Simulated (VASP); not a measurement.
# ZrB2 (P6/mmm) in VASP: further runs, part 2 of 2

VASP 6.6.1. Earlier steps stand in the parts before.

## 4. Single point, LDA

This run uses another cell than the first one, of 10.25 Å³/atom.

Input file INCAR:

```
SYSTEM = ZrB2
PREC     = Accurate       ! precision mode
ENCUT    = 520            ! plane-wave cutoff, eV
EDIFF    = 1E-6           ! SCF threshold, eV
ISMEAR   = -1             ! smearing method
SIGMA    = 0.05           ! smearing width, eV
LREAL    = .FALSE.        ! projectors in reciprocal space
LASPH    = .TRUE.         ! aspherical terms in the spheres
NELM     = 80             ! most SCF steps
ALGO     = Normal         ! electronic algorithm
ISIF     = 2              ! what is computed and relaxed
LWAVE    = .FALSE.        ! write WAVECAR
LCHARG   = .FALSE.        ! write CHGCAR
GGA      = CA             ! functional
NBANDS   = 16             ! bands
```

Input file KPOINTS:

```
regular mesh
0
G
  10 10 8
  0 0 0
```

Input file POSCAR:

```
ZrB2
1.0
    3.1700000000      0.0000000000      0.0000000000
   -1.5850000000      2.7453005300      0.0000000000
    0.0000000000      0.0000000000      3.5330000000
Zr B
1 2
Direct
    0.0000000000      0.0000000000      0.0000000000
    0.6666666667      0.3333333333      0.5000000000
    0.3333333333      0.6666666667      0.5000000000
```

Potentials or basis: VASP PAW LDA potentials, release 64 (Zr_sv, B).

On the command line:

```console
> cat potpaw_LDA.64/Zr_sv/POTCAR potpaw_LDA.64/B/POTCAR > POTCAR
> mpirun -np 1 vasp_std > vasp.out
```

OUTCAR:

```text
SYSTEM = ZrB2
   PREC = Accurate
   ENCUT = 520
   EDIFF = 1E-6
   ISMEAR = -1
   LREAL = .FALSE.
   LASPH = .TRUE.
   NELM = 80
   ISIF = 2
   GGA = CA

 ion  position               nearest neighbor table
   1  0.000  0.000  0.000-   2 2.54   3 2.54   2 2.54   3 2.54   2 2.54   2 2.54   3 2.54   3 2.54
                             2 2.54   2 2.54   3 2.54   3 2.54
   2  0.667  0.333  0.500-   3 1.83   3 1.83   3 1.83   1 2.54   1 2.54   1 2.54   1 2.54   1 2.54
                             1 2.54
   3  0.333  0.667  0.500-   2 1.83   2 1.83   2 1.83   1 2.54   1 2.54   1 2.54   1 2.54   1 2.54
                             1 2.54

  LATTYP: Found a hexagonal cell.
[... 654 lines left out ...]
  --------------------------------------------------------------------------------------
  -------------------------------------------------------------------------------------
  Total       -1.6585286     -1.6585286     -1.4788220      0.0000000      0.0000000      0.0000000
  in kB      -86.4252718    -86.4252718    -77.0608339      0.0000000      0.0000000      0.0000000
  external PRESSURE =     -83.3037925 kB  Pullay stress =       0.0000000 kB

 VOLUME and BASIS-vectors are now :
 -----------------------------------------------------------------------------
  energy-cutoff  :      520.00
  volume of cell :       30.75
      direct lattice vectors                 reciprocal lattice vectors
     3.170000000  0.000000000  0.000000000     0.315457413  0.182129422  0.000000000
    -1.585000000  2.745300530  0.000000000     0.000000000  0.364258845  0.000000000
     0.000000000  0.000000000  3.533000000     0.000000000  0.000000000  0.283045570

 POSITION                                       TOTAL-FORCE (eV/Angst)
 -----------------------------------------------------------------------------------
      0.00000      0.00000      0.00000        -0.000000      0.000000      0.000000
      1.58500      0.91510      1.76650         0.000000      0.000000      0.000000
     -0.00000      1.83020      1.76650        -0.000000      0.000000      0.000000
 -----------------------------------------------------------------------------------
    total drift:                               -0.000000      0.000000     -0.000000

  FREE ENERGIE OF THE ION-ELECTRON SYSTEM (eV)
  ---------------------------------------------------
  free  energy   TOTEN  =       -27.4528874213 eV

  energy  without entropy=      -27.4500565374  energy(sigma->0) =      -27.45147198
```

OSZICAR:

```text
N       E                     dE             d eps       ncg     rms          rms(c)
DAV:   1     0.100016187073E+03    0.10002E+03   -0.97117E+03  2248   0.112E+03
DAV:   2    -0.262537639442E+02   -0.12627E+03   -0.12130E+03  2872   0.291E+02
DAV:   3    -0.301720110679E+02   -0.39182E+01   -0.38994E+01  3464   0.445E+01
DAV:   4    -0.302354070119E+02   -0.63396E-01   -0.63386E-01  2656   0.505E+00
DAV:   5    -0.302364926856E+02   -0.10857E-02   -0.10857E-02  3440   0.508E-01    0.216E+01
DAV:   6    -0.275054154893E+02    0.27311E+01   -0.61605E+00  2872   0.164E+01    0.859E+00
DAV:   7    -0.274580172610E+02    0.47398E-01   -0.61778E-01  3088   0.482E+00    0.332E+00
DAV:   8    -0.274576363717E+02    0.38089E-03   -0.10203E-01  2624   0.254E+00    0.371E-01
DAV:   9    -0.274531581033E+02    0.44783E-02   -0.20642E-02  2728   0.107E+00    0.177E-01
DAV:  10    -0.274528833511E+02    0.27475E-03   -0.14258E-03  2592   0.343E-01    0.423E-02
DAV:  11    -0.274528889334E+02   -0.55823E-05   -0.57324E-05  3016   0.705E-02    0.112E-02
DAV:  12    -0.274528876325E+02    0.13010E-05   -0.28607E-06  2568   0.141E-02    0.595E-03
DAV:  13    -0.274528874213E+02    0.21118E-06   -0.43813E-07  1496   0.591E-03
   1 F= -.27452887E+02 E0= -.27451472E+02  d E =-.283088E-02
```

stdout:

```text
POSCAR found type information on POSCAR ZrB
 POSCAR found :  2 types and       3 ions
 scaLAPACK will be used
 LDA part: xc-table for (Slater(with rela. corr.)+CA(PZ))
 , standard interpolation
 POSCAR, INCAR and KPOINTS ok, starting setup
 FFT: planning ... GRIDC
 FFT: planning ... GRID_SOFT
 FFT: planning ... GRID
 WAVECAR not read
 entering main loop
```

Wall time 33 s (1 thread of Intel Xeon 8259CL, shared host); peak memory 0.15 GiB.

What came out:

```
Free energy            : -27.4529 eV
Pressure               : -8.3 GPa
Band gap on the k mesh : zero (bands 9 and 10 overlap by 0.80 eV)
```

Levels at points of the mesh, in eV from the Fermi level:
| k point | band 5 | band 6 | band 7 | band 8 | band 9 | band 10 | band 11 | band 12 | band 13 | band 14 |
| --- | --- | --- | --- | --- | --- | --- | --- | --- | --- | --- |
| (0.00, 0.00, 0.00) | -12.46 | -2.53 | -2.53 | -2.49 | -2.20 | 3.47 | 3.47 | 4.24 | 4.24 | 5.10 |
| (0.50, 0.00, 0.00) | -8.77 | -8.23 | -3.79 | -2.93 | -2.59 | 2.35 | 2.38 | 5.00 | 5.09 | 6.66 |
| (0.00, 0.00, 0.50) | -10.39 | -6.82 | -0.85 | -0.85 | 0.41 | 0.41 | 0.85 | 0.85 | 1.89 | 5.13 |
| (0.50, 0.00, 0.50) | -9.68 | -6.77 | -4.49 | -4.02 | -1.84 | 3.80 | 4.28 | 5.38 | 6.35 | 6.54 |

Caveat: the cell stands under tension.

## 5. Single point, LDA

This run uses another cell than the first one, of 10.45 Å³/atom.

Input file INCAR:

```
SYSTEM = ZrB2
PREC = Accurate
ENCUT = 520
EDIFF = 1E-6
ISMEAR = -1
SIGMA = 0.05
LREAL = .False.
LASPH = .True.
NELM = 60
ALGO = Normal
ISIF = 2
LWAVE = .False.
LCHARG = .False.
NBANDS = 16
```

Input file KPOINTS:

```
Automatic mesh
0
Gamma
  10 10 8
  0 0 0
```

Input file POSCAR:

```
ZrB2
1.0
    3.1909939893      0.0000000000      0.0000000000
   -1.5954969947      2.7634818581      0.0000000000
    0.0000000000      0.0000000000      3.5563980329
Zr B
1 2
Direct
    0.0000000000      0.0000000000      0.0000000000
    0.6666666667      0.3333333333      0.5000000000
    0.3333333333      0.6666666667      0.5000000000
```

On the command line:

```console
> cat potpaw_LDA.64/Zr_sv/POTCAR potpaw_LDA.64/B/POTCAR > POTCAR
> mpirun -np 1 vasp_std > vasp.out
```

Wall time 38 s (1 thread of Intel Xeon 8259CL, shared host); peak memory 0.15 GiB.

The run converged. Its results:

```yaml
Free_energy: -27.4129 eV
Pressure: -12.7 GPa
Band_gap_on_the_k_mesh: zero (bands 9 and 10 overlap by 0.78 eV)
```

Stress tensor (GPa, compression positive):
```
-13.11   0.00   0.00
  0.00 -13.11   0.00
  0.00   0.00 -11.79
```

Levels at points of the mesh, in eV from the Fermi level:
```tsv
k point	band 7	band 8	band 9	band 10	band 11	band 12
(0.00, 0.00, 0.00)	-2.49	-2.45	-2.21	3.37	3.37	4.14
(0.50, 0.00, 0.00)	-3.72	-2.91	-2.53	2.31	2.32	4.87
(0.00, 0.00, 0.50)	-0.85	-0.85	0.40	0.40	0.83	0.83
(0.50, 0.00, 0.50)	-4.43	-3.96	-1.89	3.69	4.17	5.23
```

Caveat: the cell stands under tension.

## 6. Single point, LDA

This run uses another cell than the first one, of 10.66 Å³/atom.

Input file INCAR:

```
SYSTEM = ZrB2
ALGO = Normal
EDIFF = 1E-6
ENCUT = 520
GGA = CA
ISIF = 2
ISMEAR = -1
LASPH = .TRUE.
LCHARG = .TRUE.
LELF = .TRUE.
LREAL = .FALSE.
LVHAR = .TRUE.
LWAVE = .FALSE.
NBANDS = 16
NELM = 100
PREC = Accurate
SIGMA = 0.05
```

Input file KPOINTS:

```
k-points
0
G
  10 10 8
  0 0 0
```

Input file POSCAR:

```
ZrB2
1.0
    3.2117153101      0.0000000000      0.0000000000
   -1.6058576551      2.7814270483      0.0000000000
    0.0000000000      0.0000000000      3.5794921737
Zr B
1 2
Direct
    0.0000000000      0.0000000000      0.0000000000
    0.6666666667      0.3333333333      0.5000000000
    0.3333333333      0.6666666667      0.5000000000
```

Potentials or basis: VASP PAW LDA potentials, release 64 (Zr_sv, B).

On the command line:

```console
> cat potpaw_LDA.64/Zr_sv/POTCAR potpaw_LDA.64/B/POTCAR > POTCAR
> mpirun -np 1 vasp_std > vasp.out
```

Run time: 38 s. Hardware: 1 thread of Intel Xeon 8259CL, shared host; peak memory 0.16 GiB.

It converged, with:

```yaml
Free_energy: -27.3570 eV
Pressure: -16.6 GPa
Band_gap_on_the_k_mesh: zero (bands 9 and 10 overlap by 0.76 eV)
```

Stress tensor (GPa, compression positive):
```
-17.15   0.00   0.00
  0.00 -17.15   0.00
  0.00   0.00 -15.46
```

Levels at points of the mesh, in eV from the Fermi level:
```
           k point  band 7  band 8  band 9  band 10  band 11  band 12
(0.00, 0.00, 0.00)   -2.46   -2.42   -2.22     3.28     3.28     4.04
(0.50, 0.00, 0.00)   -3.66   -2.89   -2.48     2.26     2.27     4.74
(0.00, 0.00, 0.50)   -0.84   -0.84    0.39     0.39     0.81     0.81
(0.50, 0.00, 0.50)   -4.37   -3.90   -1.93     3.59     4.07     5.09
```

Caveat: the cell stands under tension.

## 7. The runs side by side

```csv
cell,gap on the mesh (eV),pressure (GPa)
"a = 3.149, b = 3.149, c = 3.509 Å, angles 90.0, 90.0, 120.0°, 3 atoms",none,-3.5
"a = 3.170, b = 3.170, c = 3.533 Å, angles 90.0, 90.0, 120.0°, 3 atoms",none,-8.3
"a = 3.191, b = 3.191, c = 3.556 Å, angles 90.0, 90.0, 120.0°, 3 atoms",none,-12.7
"a = 3.212, b = 3.212, c = 3.579 Å, angles 90.0, 90.0, 120.0°, 3 atoms",none,-16.6
```

Alike in all rows: task single point; level LDA; potentials or basis VASP PAW LDA potentials, release 64 (Zr_sv, B); no spin polarisation; k mesh 10 × 10 × 8; cutoff (eV) 520; smearing fermi-dirac 0.05 eV.

Caveats: the cell stands under tension.

Total energies depend on the potentials used, so only differences within one code and one set of settings carry meaning.
